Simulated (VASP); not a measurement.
Input of a VASP 6.6.1 run:

Contents of INCAR:

```
SYSTEM = Ta
PREC = Accurate ; ENCUT = 600
EDIFF = 1E-8 ; ISMEAR = -1
SIGMA = 0.15 ; LREAL = .False.
LASPH = .True. ; NELM = 100
ALGO = Normal ; ISIF = 3
LWAVE = .False. ; LCHARG = .False.
GGA = PE ; IBRION = 6
NFREE = 2 ; POTIM = 0.015
NSW = 1
```

Contents of KPOINTS:

```
Automatic mesh
0
Gamma
  20 20 20
  0 0 0
```

Contents of POSCAR:

```
Ta
1.0
   -1.6609138581      1.6609138581      1.6609138581
    1.6609138581     -1.6609138581      1.6609138581
    1.6609138581      1.6609138581     -1.6609138581
Ta
1
Direct
    0.0000000000      0.0000000000      0.0000000000
```

Potentials or basis: VASP PAW PBE potentials, release 64 (Ta_pv).

Launch:

```sh
$ cat potpaw_PBE.64/Ta_pv/POTCAR > POTCAR
$ mpirun -np 1 vasp_std > vasp.out
```

Task: What does it give for the elastic constants C11, C12, C44?

Result: 264, 160, 72 GPa.

Task: Predict the Voigt bulk modulus.

Result: 195 GPa.

Elastic tensor in Voigt notation (GPa, in the Cartesian axes of the cell as first typed):
```
264 160 160   0   0   0
160 264 160   0   0   0
160 160 264   0   0   0
  0   0   0  72   0   0
  0   0   0   0  72   0
  0   0   0   0   0  72
```
